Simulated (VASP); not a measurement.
A run of VASP 6.6.1 is set up as follows.

File INCAR:

```
SYSTEM = Ti6S
ALGO = Normal
DIPOL = 0.5 0.5 0.359
EDIFF = 1E-6
ENCUT = 520
GGA = PE
IDIPOL = 3
ISIF = 2
ISMEAR = 0
LASPH = .TRUE.
LCHARG = .FALSE.
LDIPOL = .TRUE.
LREAL = .FALSE.
LWAVE = .FALSE.
NBANDS = 48
NELM = 80
PREC = Accurate
SIGMA = 0.1
```

File KPOINTS:

```
k-points
0
G
  9 6 1
  0 0 0
```

POSCAR

```
Ti6S
1.0
    2.8319727860      0.0000000000      0.0000000000
    0.0000000000      4.5793473380      0.0000000000
    0.0000000000      0.0000000000     22.0506909065
Ti S
6 1
Direct
    0.5000000000      0.0000000000      0.1814002118
    0.0000000000      0.5000000000      0.2413504290
    0.5000000000      0.0000000000      0.3013006462
    0.5000000000      0.5000000000      0.3625816208
    0.0000000000      0.0000000000      0.4208167734
    0.5000000000      0.5000000000      0.4784743912
    1.0000000000      0.8000000000      0.5300317988
```

Potentials or basis: VASP PAW PBE potentials, release 64 (Ti_sv, S).

The run is started by

```console
$ cat potpaw_PBE.64/Ti_sv/POTCAR potpaw_PBE.64/S/POTCAR > POTCAR
$ mpirun -np 1 vasp_std > vasp.out
```

Predict the largest force.

0.974 eV/Å.

Estimate the band gap on the k mesh.

zero (bands 39 and 40 overlap by 0.14 eV).

Forces on the atoms (eV/Å):
```
Ti   0.000  0.005  0.382
Ti   0.000  0.004  0.031
Ti   0.000 -0.073 -0.490
Ti   0.000  0.081 -0.038
Ti   0.000 -0.369 -0.167
Ti   0.000 -0.623  0.264
S    0.000  0.974  0.018
```
